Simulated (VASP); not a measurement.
# Ir12O in VASP: notebook

Ir12O is run at these levels: PBE+D3(BJ); tasks: single point.

Program: VASP 6.6.1. These are calculated values, not measurements. Logs are shortened: lines on timing, memory, paths and dates and some standing lists are left out, and cuts for length are marked.

## 1. The cell of the first run

The cell holds a slab with vacuum, 13 atoms: a = 5.431 Å, b = 5.431 Å, c = 21.001 Å, α = 90.00°, β = 90.00°, γ = 90.00°.

## 2. Single point, PBE+D3(BJ)

INCAR

```
SYSTEM = Ir12O
ALGO     = Normal         ! electronic algorithm
DIPOL    = 0.5 0.5 0.297
EDIFF    = 1E-6           ! SCF threshold, eV
ENCUT    = 520            ! plane-wave cutoff, eV
GGA      = PE             ! functional
IDIPOL   = 3            
ISIF     = 2              ! what is computed and relaxed
ISMEAR   = 0              ! smearing method
IVDW     = 12             ! dispersion correction
LASPH    = .True.         ! aspherical terms in the spheres
LCHARG   = .True.         ! write CHGCAR
LDIPOL   = .True.       
LELF     = .True.         ! ELF
LREAL    = .False.        ! projectors in reciprocal space
LVACPOTAV= .True.       
LVHAR    = .True.       
LWAVE    = .False.        ! write WAVECAR
NBANDS   = 69             ! bands
NELM     = 60             ! most SCF steps
PREC     = Accurate       ! precision mode
SIGMA    = 0.1            ! smearing width, eV
```

KPOINTS

```
k-points
0
Gamma
  5 5 1
  0 0 0
```

POSCAR

```
Ir12O
1.0
    5.4309029918      0.0000000000      0.0000000000
    0.0000000000      5.4309029918      0.0000000000
    0.0000000000      0.0000000000     21.0013955423
Ir O
12 1
Direct
    0.2500000000      0.2500000000      0.1904635333
    0.2500000000      0.7500000000      0.1904635333
    0.7500000000      0.2500000000      0.1904635333
    0.7500000000      0.7500000000      0.1904635333
    0.0000000000      0.0000000000      0.2785823619
    0.0000000000      0.5000000000      0.2785823619
    0.5000000000      0.0000000000      0.2785823619
    0.5000000000      0.5000000000      0.2785823619
    0.2500000000      0.2500000000      0.3667087517
    0.2500000000      0.7500000000      0.3667087517
    0.7500000000      0.2500000000      0.3667087517
    0.7500000000      0.7500000000      0.3667087517
    0.4166666667      0.5000000000      0.5238411667
```

Potentials or basis: VASP PAW PBE potentials, release 64 (Ir, O).

Run with:

```console
cat potpaw_PBE.64/Ir/POTCAR potpaw_PBE.64/O/POTCAR > POTCAR
mpirun -np 1 vasp_std > vasp.out
```

OUTCAR:

```text
SYSTEM = Ir12O
   EDIFF = 1E-6
   ENCUT = 520
   GGA = PE
   ISIF = 2
   ISMEAR = 0
   IVDW = 12
   LASPH = .True.
   LREAL = .False.
   NELM = 60
   PREC = Accurate
 IVDW          = 12

 ion  position               nearest neighbor table
   1  0.250  0.250  0.190-   5 2.67   6 2.67   7 2.67   8 2.67   2 2.72   3 2.72   2 2.72   3 2.72

   2  0.250  0.750  0.190-   5 2.67   6 2.67   7 2.67   8 2.67   1 2.72   4 2.72   1 2.72   4 2.72

   3  0.750  0.250  0.190-   5 2.67   6 2.67   7 2.67   8 2.67   1 2.72   4 2.72   4 2.72   1 2.72
[... 15 lines left out ...]
  11  0.750  0.250  0.367-   5 2.67   6 2.67   7 2.67   8 2.67   9 2.72  12 2.72  12 2.72   9 2.72

  12  0.750  0.750  0.367-   5 2.67   6 2.67   7 2.67   8 2.67  10 2.72  11 2.72  11 2.72  10 2.72

  13  0.417  0.500  0.524-

  LATTYP: Found a simple tetragonal cell.
 ALAT       =     5.4309029918
 C/A-ratio  =     3.8670172481

  Lattice vectors:

 A1 = (   5.4309029918,   0.0000000000,   0.0000000000)
 A2 = (   0.0000000000,   5.4309029918,   0.0000000000)
 A3 = (   0.0000000000,   0.0000000000,  21.0013955423)

Analysis of symmetry for initial positions (statically):
=====================================================================
 Subroutine PRICEL returns:
 Original cell was already a primitive cell.

 Routine SETGRP: Setting up the symmetry group for a
 simple tetragonal supercell.

 Subroutine GETGRP returns: Found  2 space group operations
 (whereof  2 operations were pure point group operations)
 out of a pool of 16 trial point group operations.

The static configuration has the point symmetry C_1h.

Analysis of symmetry for dynamics (positions and initial velocities):
=====================================================================
 Subroutine PRICEL returns:
 Original cell was already a primitive cell.

 Routine SETGRP: Setting up the symmetry group for a
 simple tetragonal supercell.

 Subroutine GETGRP returns: Found  2 space group operations
 (whereof  2 operations were pure point group operations)
 out of a pool of 16 trial point group operations.

The dynamic configuration has the point symmetry C_1h.

 Subroutine INISYM returns: Found  2 space group operations
 (whereof  2 operations are pure point group operations),
 and found     1 'primitive' translations

----------------------------------------------------------------------------------------

                                     Primitive cell

  volume of cell :     619.4300

  direct lattice vectors                    reciprocal lattice vectors
     5.430902992  0.000000000  0.000000000     0.184131442  0.000000000  0.000000000
     0.000000000  5.430902992  0.000000000     0.000000000  0.184131442  0.000000000
     0.000000000  0.000000000 21.001395542     0.000000000  0.000000000  0.047615883

  length of vectors
     5.430902992  5.430902992 21.001395542     0.184131442  0.184131442  0.047615883

  position of ions in fractional coordinates (direct lattice)
     0.250000000  0.250000000  0.190463533
     0.250000000  0.750000000  0.190463533
     0.750000000  0.250000000  0.190463533
     0.750000000  0.750000000  0.190463533
     0.000000000  0.000000000  0.278582362
     0.000000000  0.500000000  0.278582362
     0.500000000  0.000000000  0.278582362
     0.500000000  0.500000000  0.278582362
     0.250000000  0.250000000  0.366708752
     0.250000000  0.750000000  0.366708752
     0.750000000  0.250000000  0.366708752
     0.750000000  0.750000000  0.366708752
     0.416666667  0.500000000  0.523841167

  ion indices of the primitive-cell ions
   primitive index   ion index
                 1           1
                 2           2
                 3           3
                 4           4
                 5           5
                 6           6
                 7           7
                 8           8
                 9           9
                10          10
                11          11
                12          12
                13          13

----------------------------------------------------------------------------------------

 KPOINTS: k-points

Automatic generation of k-mesh.
 Grid dimensions read from file:
 generate k-points for:    5    5    1

 Generating k-lattice:

  Cartesian coordinates                     Fractional coordinates (reciprocal lattice)
     0.036826288  0.000000000  0.000000000     0.200000000  0.000000000  0.000000000
     0.000000000  0.036826288  0.000000000     0.000000000  0.200000000  0.000000000
     0.000000000  0.000000000  0.047615883     0.000000000  0.000000000  1.000000000

  Length of vectors
     0.036826288  0.036826288  0.047615883

  Shift w.r.t. Gamma in fractional coordinates (k-lattice)
     0.000000000  0.000000000  0.000000000

 Subroutine IBZKPT returns following result:
 ===========================================

 Found      9 irreducible k-points:

 Following reciprocal coordinates:
            Coordinates               Weight
  0.000000  0.000000  0.000000      1.000000
  0.200000  0.000000  0.000000      2.000000
  0.000000  0.200000  0.000000      2.000000
  0.400000  0.000000  0.000000      2.000000
  0.000000  0.400000  0.000000      2.000000
  0.200000  0.200000  0.000000      4.000000
  0.400000  0.200000  0.000000      4.000000
 -0.200000  0.400000  0.000000      4.000000
  0.400000  0.400000  0.000000      4.000000
   k-points           NKPTS =      9   k-points in BZ     NKDIM =      9   number of bands    NBANDS=     69
   number of dos      NEDOS =    301   number of ions     NIONS =     13
   total plane-waves  NPLWV = 256000
   dimension x,y,z NGX =    40 NGY =   40 NGZ =  160
   dimension x,y,z NGXF=    80 NGYF=   80 NGZF=  320
   ions per type =              12   1
   NGX,Y,Z   is equivalent  to a cutoff of  12.24, 12.24, 12.67 a.u.
   NGXF,Y,Z  is equivalent  to a cutoff of  24.49, 24.49, 25.33 a.u.
 SYSTEM =  Ir12O
   PREC   = accura    normal or accurate (medium, high low for compatibility)
   ISTART =      0    job   : 0-new  1-cont  2-samecut
   ICHARG =      2    charge: 1-file 2-atom 10-const
   ISPIN  =      1    spin polarized calculation?
   LNONCOLLINEAR =      F non collinear calculations
   LSORBIT =      F    spin-orbit coupling
   LASPH  =      T    aspherical Exc in radial PAW
   ENCUT  =  520.0 eV  38.22 Ry    6.18 a.u.  10.10 10.10 39.05*2*pi/ulx,y,z
   NELM   =     60;   NELMIN=  2; NELMDL= -5     # of ELM steps
   EDIFF  = 0.1E-05   stopping-criterion for ELM
   LREAL  =      F    real-space projection
   EDIFFG = 0.1E-04   stopping-criterion for IOM
   NSW    =      0    number of steps for IOM
   IBRION =     -1    ionic relax: 0-MD 1-quasi-New 2-CG
   NFREE  =      0    steps in history (QN), initial steepest desc. (CG)
   ISIF   =      2    stress and relaxation
   ISYM   =      2    0-nonsym 1-usesym 2-fastsym
   POTIM  = 0.5000    time-step for ionic-motion
   TEBEG  =    0.0;   TEEND  =   0.0 temperature during run
   PSTRESS=    0.0 pullay stress
   NELECT =     114.0000    total number of electrons
   NUPDOWN=      -1.0000    fix difference up-down
   EMIN   =  10.00;   EMAX   =-10.00  energy-range for DOS
   EFERMI =   0.00;   METHOD = LEGACY
   ISMEAR =     0;   SIGMA  =   0.10  broadening in eV -4-tet -1-fermi 0-gaus
   EFERMI_NEDOS =   21; number of points for ismear=-14 and -15
   IALGO  =     38    algorithm
   IMIX   =      4    mixing-type and parameters
     AMIX     =   0.40;   BMIX     =  1.00
     AMIX_MAG =   1.60;   BMIX_MAG =  1.00
  volume/ion in A,a.u.               =      47.65       321.55
  Fermi-wavevector in a.u.,A,eV,Ry     =   0.931206  1.759724 11.798215  0.867144
  Thomas-Fermi vector in A             =   2.057675
   LORBIT       =      0    0 simple, 1 ext, 2 COOP (PROOUT), +10 PAW based schemes
   GGA     = PE    functional components
   LHFCALC =     F    Hartree Fock is set to
   AEXX    =    0.0000 exact exchange contribution
   IVDW    =    12    specifies the selected vdW correction
   LEPSILON=     F    determine dielectric tensor
   LRPA    =     F    only Hartree local field effects (RPA)
 non-spin polarized calculation
 Gauss-broadening in eV      SIGMA  =   0.10
  energy-cutoff  :      520.00
  volume of cell :      619.43
 maximum number of plane-waves:     16712
   NGX = 21   NGY = 21   NGZ = 79

 dipolmoment           0.000000      0.000000     -0.775877 electrons x Angstroem

 number of electron     113.9999981 magnetization

 dipolmoment           0.000000      0.000000      0.463296 electrons x Angstroem

 Free energy of the ion-electron system (eV)
  ---------------------------------------------------
  ext. energy  EPLUGINS =         0.00000000
  ---------------------------------------------------
  free energy    TOTEN  =       -96.96618485 eV

  energy without entropy =      -96.83940827  energy(sigma->0) =      -96.90279656

 E-fermi :  -1.8643     XC(G=0):  -5.0880

 val. band max:       -1.9051851710   @ k =   0.0000   0.2000   0.0000
 cond. band min:      -1.8545621832   @ k =   0.4000   0.4000   0.0000
 fundamental gap:      0.0506229878
 Fermi energy:        -1.8642533419

 k-point     1 :       0.0000    0.0000    0.0000
  band No.  band energies     occupation
      1     -16.7665      2.00000
      2     -11.7567      2.00000
      3      -9.2601      2.00000
      4      -9.2595      2.00000
      5      -9.1934      2.00000
      6      -9.0343      2.00000
[... 637 lines left out ...]
     68      -0.8773      0.00000
     69      -0.8690      0.00000

------------------------ aborting loop because EDIFF is reached ----------------------------------------

 Edisp (eV)   -5.45940

 E8    (eV) :    -2.6663

  FORCE on cell =-STRESS in cart. coord.  units (eV):
  Direction    XX          YY          ZZ          XY          YZ          ZX
  --------------------------------------------------------------------------------------
  -------------------------------------------------------------------------------------
  Total     -10.91693   -10.98311    -3.86405     0.00000     0.00000    -0.17333
  in kB     -28.23701   -28.40821    -9.99449     0.00000     0.00000    -0.44832
  external pressure =      -22.21 kB  Pullay stress =        0.00 kB

 VOLUME and BASIS-vectors are now :
 -----------------------------------------------------------------------------
  energy-cutoff  :      520.00
  volume of cell :      619.43
      direct lattice vectors                 reciprocal lattice vectors
     5.430902992  0.000000000  0.000000000     0.184131442  0.000000000  0.000000000
     0.000000000  5.430902992  0.000000000     0.000000000  0.184131442  0.000000000
     0.000000000  0.000000000 21.001395542     0.000000000  0.000000000  0.047615883

 POSITION                                       TOTAL-FORCE (eV/Angst)
 -----------------------------------------------------------------------------------
      1.35773      1.35773      4.00000        -0.006791     -0.011749      0.011225
      1.35773      4.07318      4.00000        -0.006791      0.011749      0.011225
      4.07318      1.35773      4.00000         0.002627      0.002495     -0.033013
      4.07318      4.07318      4.00000         0.002627     -0.002495     -0.033013
      0.00000      0.00000      5.85062         0.053888      0.000000      0.177446
      0.00000      2.71545      5.85062         0.013364      0.000000     -0.030936
      2.71545      0.00000      5.85062        -0.042697      0.000000     -0.014176
      2.71545      2.71545      5.85062        -0.008893      0.000000     -0.098040
      1.35773      1.35773      7.70140         0.041021      0.053755      0.410691
      1.35773      4.07318      7.70140         0.041021     -0.053755      0.410691
      4.07318      1.35773      7.70140        -0.018432      0.021921      0.199011
      4.07318      4.07318      7.70140        -0.018432     -0.021921      0.199011
      2.26288      2.71545     11.00140        -0.052512      0.000000     -1.210121
 -----------------------------------------------------------------------------------
    total drift:                                0.000354     -0.000000      0.002828

  FREE ENERGIE OF THE ION-ELECTRON SYSTEM (eV)
  ---------------------------------------------------
  free  energy   TOTEN  =      -102.4255815986 eV

  energy  without entropy=     -102.2988050109  energy(sigma->0) =     -102.36219330

 vacuum level on the upper side and lower side of the slab         6.296         3.453
```

Run time: 15 min. Hardware: 1 thread of Intel Xeon 6975P-C (Granite Rapids), shared host; peak memory 0.7 GiB.

What came out:

```
Free energy                : -102.4256 eV
Largest force              : 1.211 eV/Å
Band gap on the k mesh     : zero (bands 57 and 58 overlap by 0.96 eV)
Dispersion energy per atom : -0.420 eV
```

Forces in eV/Å, atoms in the order of the input:
```
Ir  -0.007 -0.012  0.011
Ir  -0.007  0.012  0.011
Ir   0.003  0.002 -0.033
Ir   0.003 -0.002 -0.033
Ir   0.054  0.000  0.177
Ir   0.013  0.000 -0.031
Ir  -0.043  0.000 -0.014
Ir  -0.009  0.000 -0.098
Ir   0.041  0.054  0.411
Ir   0.041 -0.054  0.411
Ir  -0.018  0.022  0.199
Ir  -0.018 -0.022  0.199
O   -0.053  0.000 -1.210
```

Caveat: spin-orbit coupling is left out, which moves the levels of the heavy elements.

## 3. Single point, PBE+D3(BJ)

INCAR

```
SYSTEM = Ir12O
  ALGO = Normal
  DIPOL = 0.5 0.5 0.297
  EDIFF = 1E-7
  ENCUT = 520
  GGA = PE
  IDIPOL = 3
  ISIF = 2
  ISMEAR = 0
  IVDW = 12
  LASPH = .TRUE.
  LCHARG = .TRUE.
  LDIPOL = .TRUE.
  LELF = .TRUE.
  LREAL = .FALSE.
  LVACPOTAV = .TRUE.
  LVHAR = .TRUE.
  LWAVE = .FALSE.
  NBANDS = 69
  NELM = 80
  PREC = Accurate
  SIGMA = 0.1
```

KPOINTS

```
k-points
0
G
  5 5 1
  0 0 0
```

Changes to POSCAR since step 2:

```diff
@@ -20,2 +20,2 @@
     0.7500000000      0.7500000000      0.3667087517
-    0.4166666667      0.5000000000      0.5238411667
+    0.3333333333      0.5000000000      0.5238411667
```

Potentials or basis: VASP PAW PBE potentials, release 64 (Ir, O).

Run with:

```console
cat potpaw_PBE.64/Ir/POTCAR potpaw_PBE.64/O/POTCAR > POTCAR
mpirun -np 1 vasp_std > vasp.out
```

Wall time 16 min (1 thread of Intel Xeon 6975P-C (Granite Rapids), shared host); peak memory 0.69 GiB.

Results (log left out):

- Free energy: -102.4520 eV
- Largest force: 1.266 eV/Å
- Band gap on the k mesh: zero (bands 57 and 58 overlap by 0.97 eV)
- Dispersion energy per atom: -0.420 eV

Forces on the atoms (eV/Å):
```
Ir  -0.005 -0.015  0.025
Ir  -0.005  0.015  0.025
Ir   0.001  0.009 -0.052
Ir   0.001 -0.009 -0.052
Ir   0.089  0.000  0.136
Ir   0.023  0.000 -0.039
Ir  -0.078  0.000  0.027
Ir  -0.018  0.000 -0.079
Ir   0.029  0.074  0.503
Ir   0.029 -0.074  0.503
Ir  -0.006  0.018  0.134
Ir  -0.006 -0.018  0.134
O   -0.053  0.000 -1.265
```

Levels at points of the mesh, in eV from the Fermi level:
| k point | band 53 | band 54 | band 55 | band 56 | band 57 | band 58 | band 59 | band 60 | band 61 | band 62 |
| --- | --- | --- | --- | --- | --- | --- | --- | --- | --- | --- |
| (0.00, 0.00, 0.00) | 0.21 | 0.24 | 0.26 | 0.53 | 0.58 | 0.64 | 0.64 | 0.65 | 0.68 | 0.95 |

Caveat: spin-orbit coupling is left out, which moves the levels of the heavy elements.

(Part 1 of 2 ends here.)
